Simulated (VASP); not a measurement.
FeNi3: single point with PBE

The system is FeNi3.

```
CELL_PARAMETERS angstrom
3.56848 0.00000 0.00000
0.00000 3.56848 0.00000
0.00000 0.00000 3.56848
ATOMIC_POSITIONS crystal
Ni 0.50000 0.50000 0.00000
Ni 0.50000 0.00000 0.50000
Ni 0.00000 0.50000 0.50000
Fe 0.00000 0.00000 0.00000
```

```json
{
 "Program": "VASP 6.6.1",
 "Task": "single point",
 "Functional": "PBE",
 "Potentials or basis": "VASP PAW PBE potentials, release 64 (Ni_sv_GW, Fe_sv)",
 "Cutoff": "690 eV",
 "k mesh": "8 × 8 × 8",
 "Occupations": "fermi-dirac, width 0.05 eV",
 "Spin": "collinear spin, ferromagnetic start",
 "Starting moments": "[1.0, 1.0, 1.0, 3.0] μB",
 "Dipole correction": "no",
 "Further INCAR settings": "ALGO = Normal; EDIFF = 1e-06; NBANDS = 47"
}
```

```
Pressure                                              : -4.6 GPa
Net moment                                            : 4.94 μB per cell
Site moments                                          : Ni +0.72; Fe +2.86 μB
Valence electrons inside the program's atomic spheres : Ni 16.34; Fe 13.66
```

Levels at points of the mesh, in eV from the Fermi level:
Spin up:
```csv
k point,band 35,band 36,band 37,band 38,band 39,band 40
"(0.00, 0.00, 0.00)",-0.68,-0.68,-0.68,2.13,2.13,2.13
"(0.50, 0.00, 0.00)",-1.45,-1.06,-0.75,-0.67,7.28,7.28
"(0.50, 0.50, 0.00)",-1.54,-1.48,0.65,0.65,0.69,0.70
"(0.50, 0.50, 0.50)",-0.84,-0.84,-0.57,-0.57,-0.57,-0.42
```
Spin down:
| k point | band 29 | band 30 | band 31 | band 32 | band 33 | band 34 | band 35 | band 36 |
| --- | --- | --- | --- | --- | --- | --- | --- | --- |
| (0.00, 0.00, 0.00) | 0.02 | 0.31 | 0.31 | 0.31 | 1.01 | 1.01 | 1.26 | 1.26 |
| (0.50, 0.00, 0.00) | -0.91 | -0.91 | -0.83 | -0.39 | -0.09 | -0.09 | 0.31 | 0.54 |
| (0.50, 0.50, 0.00) | -1.18 | -1.18 | -1.15 | -0.77 | -0.62 | 0.20 | 0.20 | 0.44 |
| (0.50, 0.50, 0.50) | -0.55 | -0.54 | -0.54 | -0.54 | 0.09 | 0.09 | 0.09 | 0.80 |

Wall time 5.7 min on 1 thread of AMD EPYC 7R13 Processor (Zen 3), on a shared host, peak memory 0.3 GiB.

Caveat: the cell stands under tension.
